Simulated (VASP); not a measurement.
## Li2Rh: relaxation of cell and atoms with PBE

Li2Rh:

```xyz
3
Lattice="3.0230 0.0000 0.0000 -1.5115 2.6180 0.0000 0.0000 0.0000 7.0586" Properties=species:S:1:pos:R:3 pbc="T T T"
Li    0.0000    1.7453    2.3108
Li    1.5115    0.8727    4.7477
Rh    0.0000    0.0000    0.0000
```

The cell was generated, and may not be a known phase.

* Program: VASP 6.6.1
* Task: relaxation of cell and atoms
* Functional: PBE
* Potentials or basis: VASP PAW PBE potentials, release 64 (Li_sv, Rh_pv)
* Cutoff: 600 eV
* k mesh: 6 × 6 × 4
* Occupations: gaussian, width 0.1 eV
* Spin: no spin polarisation
* Dipole correction: no
* Further INCAR settings: ALGO = Fast; EDIFF = 1e-06; IBRION = 2; EDIFFG = -0.04; NSW = 90; ISIF = 3

- Relaxed volume: 14.63 Å³/atom
- Relaxed cell: a = 2.719 Å, b = 2.719 Å, c = 6.857 Å, α = 90.00°, β = 90.00°, γ = 120.00°
- Space group after relaxing (to 0.1 Å): P-3m1 (No. 164)
- Energy gained by relaxing: 260.1 meV/atom
- Ionic steps: 10
- Pressure after relaxing: -0.1 GPa
- Largest force after relaxing: 0.020 eV/Å
- Band gap on the k mesh: zero (an odd number of electrons rules out a gap without spin polarisation)

Forces in eV/Å, atoms in the order of the input:
```
Li   0.000  0.000 -0.020
Li   0.000  0.000  0.020
Rh   0.000  0.000  0.000
```

Stress tensor (GPa, compression positive):
```
-0.10  0.00  0.00
 0.00 -0.10  0.00
 0.00  0.00  0.03
```

The path:
```
step  energy change (eV)  largest force (eV/Å)  pressure (GPa)  volume (Å³)
   1              0.0000                0.8839          -11.09        55.86
   2             -0.6488                0.5811           -5.35        46.06
   3             -0.7379                0.3607            0.12        42.45
   4             -0.7385                0.3311            0.93        42.06
   5             -0.7536                0.2592            1.01        42.36
   6             -0.7757                0.0748            0.78        43.25
   7             -0.7764                0.0494            0.84        43.41
   8             -0.7786                0.0643           -0.92        44.41
   9             -0.7794                0.0581           -0.36        44.05
  10             -0.7803                0.0204           -0.05        43.89
```

Final structure:
```
Li Rh
1.0
     2.71869    0.00000    0.00000
    -1.35935    2.35446    0.00000
     0.00000    0.00000    6.85732
Li Rh
2 1
Direct
  0.33333 0.66667 0.30378
  0.66667 0.33333 0.69622
  0.00000 0.00000 0.00000
```

Levels at points of the mesh, in eV from the Fermi level:
```csv
k point,band 8,band 9,band 10,band 11,band 12,band 13
"(0.00, 0.00, 0.00)",-2.09,-2.09,-1.52,-1.07,0.09,0.09
"(0.50, 0.00, 0.00)",-1.61,-0.58,0.95,1.12,2.33,2.78
"(0.00, 0.00, 0.50)",-2.97,-2.09,-2.09,0.09,0.09,0.45
"(0.50, 0.00, 0.50)",-1.50,-0.58,0.49,1.12,2.37,2.89
```

Run time: 2.3 min on 1 thread of Intel(R) Xeon(R) Platinum 8488C (Sapphire Rapids), on a shared host, peak memory 0.2 GiB.

Caveat: the k points lie up to 0.44 Å⁻¹ apart in the final cell, too coarse for converged energies and pressures of a metal; the cutoff is under 1.25 times the usual one of these potentials, so pressure, stress and relaxed cells hold a basis-set (Pulay) error; the volume moved by over 15 % at a fixed basis, so the end points are rough.
